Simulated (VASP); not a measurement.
# SrO (Fm-3m) in VASP: further runs

The runs below take SrO through single point, relaxation of cell and atoms, with PBEsol.

All numbers are computed with VASP 6.6.1; they aren't measurements. Logs are shortened: lines on timing, memory, paths and dates and some standing lists are left out, and cuts for length are marked.

### Step 1. The cell of the first run

Symmetry: Fm-3m, No. 225, cubic system. Conventional cell: a = 5.123 Å, b = 5.123 Å, c = 5.123 Å, α = 90.00°, β = 90.00°, γ = 90.00°. Sr (site symmetry m-3m) has 6 O at 2.56 Å within 3.4 Å. O (site symmetry m-3m) has 6 Sr at 2.56 Å within 3.4 Å.

### Step 2. Single point, PBEsol

INCAR reads:

```
SYSTEM = SrO
  ALGO = Normal
  EDIFF = 1E-6
  ENCUT = 600
  GGA = PS
  GGA_COMPAT = .False.
  ISIF = 2
  ISMEAR = 0
  LASPH = .True.
  LCHARG = .False.
  LREAL = .False.
  LWAVE = .False.
  NBANDS = 15
  NELM = 120
  PREC = Accurate
  SIGMA = 0.01
```

KPOINTS reads:

```
k-points
0
Gamma
  8 8 8
  0 0 0
```

POSCAR reads:

```
SrO
1.0
    0.0000000000      2.5614389155      2.5614389155
    2.5614389155      0.0000000000      2.5614389155
    2.5614389155      2.5614389155      0.0000000000
Sr O
1 1
Direct
    0.5000000000      0.5000000000      0.5000000000
    0.0000000000      0.0000000000      0.0000000000
```

Potentials or basis: VASP PAW PBE potentials, release 64 (Sr_sv, O).

Started as:

```bash
$ cat potpaw_PBE.64/Sr_sv/POTCAR potpaw_PBE.64/O/POTCAR > POTCAR
$ mpirun -np 1 vasp_std > vasp.out
```

OUTCAR:

```text
SYSTEM = SrO
   EDIFF = 1E-6
   ENCUT = 600
   GGA = PS
   ISIF = 2
   ISMEAR = 0
   LASPH = .True.
   LREAL = .False.
   NELM = 120
   PREC = Accurate

 ion  position               nearest neighbor table
   1  0.500  0.500  0.500-   2 2.56   2 2.56   2 2.56   2 2.56   2 2.56   2 2.56
   2  0.000  0.000  0.000-   1 2.56   1 2.56   1 2.56   1 2.56   1 2.56   1 2.56

  LATTYP: Found a face centered cubic cell.
 ALAT       =     5.1228778310

  Lattice vectors:

 A1 = (   0.0000000000,   2.5614389155,   2.5614389155)
 A2 = (   2.5614389155,   0.0000000000,   2.5614389155)
 A3 = (   2.5614389155,   2.5614389155,   0.0000000000)

Analysis of symmetry for initial positions (statically):
=====================================================================
 Subroutine PRICEL returns:
 Original cell was already a primitive cell.

 Routine SETGRP: Setting up the symmetry group for a
 face centered cubic supercell.

 Subroutine GETGRP returns: Found 48 space group operations
 (whereof 48 operations were pure point group operations)
 out of a pool of 48 trial point group operations.

The static configuration has the point symmetry O_h .

Analysis of symmetry for dynamics (positions and initial velocities):
=====================================================================
 Subroutine PRICEL returns:
 Original cell was already a primitive cell.

 Routine SETGRP: Setting up the symmetry group for a
 face centered cubic supercell.

 Subroutine GETGRP returns: Found 48 space group operations
 (whereof 48 operations were pure point group operations)
 out of a pool of 48 trial point group operations.

The dynamic configuration has the point symmetry O_h .

 Subroutine INISYM returns: Found 48 space group operations
 (whereof 48 operations are pure point group operations),
 and found     1 'primitive' translations

----------------------------------------------------------------------------------------

                                     Primitive cell

  volume of cell :      33.6110

  direct lattice vectors                    reciprocal lattice vectors
     0.000000000  2.561438916  2.561438916    -0.195202781  0.195202781  0.195202781
     2.561438916  0.000000000  2.561438916     0.195202781 -0.195202781  0.195202781
     2.561438916  2.561438916  0.000000000     0.195202781  0.195202781 -0.195202781

  length of vectors
     3.622421653  3.622421653  3.622421653     0.338101135  0.338101135  0.338101135

  position of ions in fractional coordinates (direct lattice)
     0.500000000  0.500000000  0.500000000
     0.000000000  0.000000000  0.000000000

  ion indices of the primitive-cell ions
   primitive index   ion index
                 1           1
                 2           2

----------------------------------------------------------------------------------------

 KPOINTS: k-points

Automatic generation of k-mesh.
 Grid dimensions read from file:
 generate k-points for:    8    8    8

 Generating k-lattice:

  Cartesian coordinates                     Fractional coordinates (reciprocal lattice)
    -0.024400348  0.024400348  0.024400348     0.125000000  0.000000000  0.000000000
     0.024400348 -0.024400348  0.024400348     0.000000000  0.125000000  0.000000000
     0.024400348  0.024400348 -0.024400348     0.000000000  0.000000000  0.125000000

  Length of vectors
     0.042262642  0.042262642  0.042262642

  Shift w.r.t. Gamma in fractional coordinates (k-lattice)
     0.000000000  0.000000000  0.000000000

 Subroutine IBZKPT returns following result:
 ===========================================

 Found     29 irreducible k-points:

 Following reciprocal coordinates:
            Coordinates               Weight
  0.000000  0.000000  0.000000      1.000000
  0.125000  0.000000  0.000000      8.000000
  0.250000  0.000000  0.000000      8.000000
  0.375000  0.000000  0.000000      8.000000
  0.500000  0.000000  0.000000      4.000000
  0.125000  0.125000  0.000000      6.000000
[... 16 lines left out ...]
  0.500000  0.250000  0.125000     48.000000
 -0.375000  0.250000  0.125000     24.000000
 [... further k-points ...]
   k-points           NKPTS =     29   k-points in BZ     NKDIM =     29   number of bands    NBANDS=     15
   number of dos      NEDOS =    301   number of ions     NIONS =      2
   total plane-waves  NPLWV =  27000
   dimension x,y,z NGX =    30 NGY =   30 NGZ =   30
   dimension x,y,z NGXF=    60 NGYF=   60 NGZF=   60
   ions per type =               1   1
   NGX,Y,Z   is equivalent  to a cutoff of  13.77, 13.77, 13.77 a.u.
   NGXF,Y,Z  is equivalent  to a cutoff of  27.54, 27.54, 27.54 a.u.
 SYSTEM =  SrO
   PREC   = accura    normal or accurate (medium, high low for compatibility)
   ISTART =      0    job   : 0-new  1-cont  2-samecut
   ICHARG =      2    charge: 1-file 2-atom 10-const
   ISPIN  =      1    spin polarized calculation?
   LNONCOLLINEAR =      F non collinear calculations
   LSORBIT =      F    spin-orbit coupling
   LASPH  =      T    aspherical Exc in radial PAW
   ENCUT  =  600.0 eV  44.10 Ry    6.64 a.u.   7.23  7.23  7.23*2*pi/ulx,y,z
   NELM   =    120;   NELMIN=  2; NELMDL= -5     # of ELM steps
   EDIFF  = 0.1E-05   stopping-criterion for ELM
   LREAL  =      F    real-space projection
   EDIFFG = 0.1E-04   stopping-criterion for IOM
   NSW    =      0    number of steps for IOM
   IBRION =     -1    ionic relax: 0-MD 1-quasi-New 2-CG
   NFREE  =      0    steps in history (QN), initial steepest desc. (CG)
   ISIF   =      2    stress and relaxation
   ISYM   =      2    0-nonsym 1-usesym 2-fastsym
   POTIM  = 0.5000    time-step for ionic-motion
   TEBEG  =    0.0;   TEEND  =   0.0 temperature during run
   PSTRESS=    0.0 pullay stress
   NELECT =      16.0000    total number of electrons
   NUPDOWN=      -1.0000    fix difference up-down
   EMIN   =  10.00;   EMAX   =-10.00  energy-range for DOS
   EFERMI =   0.00;   METHOD = LEGACY
   ISMEAR =     0;   SIGMA  =   0.01  broadening in eV -4-tet -1-fermi 0-gaus
   EFERMI_NEDOS =   21; number of points for ismear=-14 and -15
   IALGO  =     38    algorithm
   IMIX   =      4    mixing-type and parameters
     AMIX     =   0.40;   BMIX     =  1.00
     AMIX_MAG =   1.60;   BMIX_MAG =  1.00
  volume/ion in A,a.u.               =      16.81       113.41
  Fermi-wavevector in a.u.,A,eV,Ry     =   1.278265  2.415570 22.231387  1.633961
  Thomas-Fermi vector in A             =   2.410817
   LORBIT       =      0    0 simple, 1 ext, 2 COOP (PROOUT), +10 PAW based schemes
   GGA     = PS    functional components
   LHFCALC =     F    Hartree Fock is set to
   AEXX    =    0.0000 exact exchange contribution
   IVDW    =     0    specifies the selected vdW correction
   LEPSILON=     F    determine dielectric tensor
   LRPA    =     F    only Hartree local field effects (RPA)
 non-spin polarized calculation
 Gauss-broadening in eV      SIGMA  =   0.01
  energy-cutoff  :      600.00
  volume of cell :       33.61
 maximum number of plane-waves:      1139
 NGX is ok and might be reduce to    30
   NGX = 15   NGY = 15   NGZ = 15

 number of electron      15.9999997 magnetization

 Free energy of the ion-electron system (eV)
  ---------------------------------------------------
  ext. energy  EPLUGINS =         0.00000000
  ---------------------------------------------------
  free energy    TOTEN  =       -12.64061714 eV

  energy without entropy =      -12.64061714  energy(sigma->0) =      -12.64061714

 E-fermi :   1.6400     XC(G=0): -10.3308

 val. band max:        1.5402858613   @ k =   0.0000   0.0000   0.0000
 cond. band min:       4.6885173232   @ k =   0.5000   0.5000   0.0000
 fundamental gap:      3.1482314619
 Fermi energy:         1.6400385868

 k-point     1 :       0.0000    0.0000    0.0000
  band No.  band energies     occupation
      1     -30.6575      2.00000
      2     -13.4716      2.00000
      3     -12.2982      2.00000
      4     -12.2982      2.00000
      5     -12.2982      2.00000
      6       1.5403      2.00000
      7       1.5403      2.00000
      8       1.5403      2.00000
      9       5.4428      0.00000
     10       7.7266      0.00000
     11       7.7266      0.00000
     12       7.7266      0.00000
     13       9.9473      0.00000
     14       9.9473      0.00000
     15      14.0793      0.00000

 k-point     2 :       0.1250    0.0000    0.0000
  band No.  band energies     occupation
      1     -30.6360      2.00000
      2     -13.8380      2.00000
      3     -12.3110      2.00000
      4     -12.3110      2.00000
      5     -11.9841      2.00000
      6       1.0678      2.00000
      7       1.3357      2.00000
      8       1.3357      2.00000
      9       6.1577      0.00000
     10       7.5635      0.00000
     11       8.0402      0.00000
     12       8.0402      0.00000
     13      10.3673      0.00000
     14      10.3673      0.00000
     15      15.1108      0.00000

 k-point     3 :       0.2500    0.0000    0.0000
  band No.  band energies     occupation
      1     -30.5836      2.00000
      2     -14.4225      2.00000
      3     -12.3417      2.00000
      4     -12.3417      2.00000
      5     -11.5262      2.00000
      6       0.2144      2.00000
      7       0.8954      2.00000
      8       0.8954      2.00000
      9       7.4890      0.00000
     10       7.7156      0.00000
     11       8.8929      0.00000
     12       8.8929      0.00000
     13      11.4150      0.00000
     14      11.4150      0.00000
     15      17.1942      0.00000
[... 343 lines left out ...]
 k-point    23 :       0.5000    0.2500    0.1250
  band No.  band energies     occupation
      1     -30.5033      2.00000
      2     -14.6234      2.00000
      3     -12.6887      2.00000
      4     -12.4848      2.00000
      5     -11.5006      2.00000
      6      -0.0447      2.00000
      7       0.5790      2.00000
      8       1.0104      2.00000
      9       7.0443      0.00000
     10       8.6977      0.00000
     11      10.5046      0.00000
     12      10.6717      0.00000
     13      12.7213      0.00000
     14      13.6641      0.00000
     15      15.8486      0.00000

 k-point    24 :      -0.3750    0.2500    0.1250
  band No.  band energies     occupation
      1     -30.4857      2.00000
      2     -14.6931      2.00000
      3     -12.7131      2.00000
      4     -12.5435      2.00000
      5     -11.4712      2.00000
      6      -0.0844      2.00000
      7       0.6537      2.00000
      8       0.7378      2.00000
      9       7.8773      0.00000
     10       8.2295      0.00000
     11      10.9116      0.00000
     12      11.1101      0.00000
     13      13.2707      0.00000
     14      14.5434      0.00000
     15      14.9147      0.00000

 [... further k-points ...]
[... 5 lines left out ...]
  --------------------------------------------------------------------------------------
  -------------------------------------------------------------------------------------
  Total        0.1119335      0.1119335      0.1119335      0.0000000     -0.0000000      0.0000000
  in kB        5.3356677      5.3356677      5.3356677      0.0000000     -0.0000000      0.0000000
  external PRESSURE =       5.3356677 kB  Pullay stress =       0.0000000 kB

 VOLUME and BASIS-vectors are now :
 -----------------------------------------------------------------------------
  energy-cutoff  :      600.00
  volume of cell :       33.61
      direct lattice vectors                 reciprocal lattice vectors
     0.000000000  2.561438916  2.561438916    -0.195202781  0.195202781  0.195202781
     2.561438916  0.000000000  2.561438916     0.195202781 -0.195202781  0.195202781
     2.561438916  2.561438916  0.000000000     0.195202781  0.195202781 -0.195202781

 POSITION                                       TOTAL-FORCE (eV/Angst)
 -----------------------------------------------------------------------------------
      2.56144      2.56144      2.56144        -0.000000      0.000000     -0.000000
      0.00000      0.00000      0.00000         0.000000     -0.000000      0.000000
 -----------------------------------------------------------------------------------
    total drift:                               -0.000000      0.000000      0.000000

  FREE ENERGIE OF THE ION-ELECTRON SYSTEM (eV)
  ---------------------------------------------------
  free  energy   TOTEN  =       -12.6406171382 eV

  energy  without entropy=      -12.6406171382  energy(sigma->0) =      -12.64061714
```

Wall time 26 s (1 thread of AMD EPYC 7R13, shared host); peak memory 0.15 GiB.

What came out:

- Free energy: -12.6406 eV
- Pressure: 0.5 GPa
- Band gap on the k mesh: 3.15 eV (least direct gap 3.23 eV)

Caveat: the PAW data sets were made with another functional, which shifts forces and pressure a little.

(Part 1 of 2 ends here.)
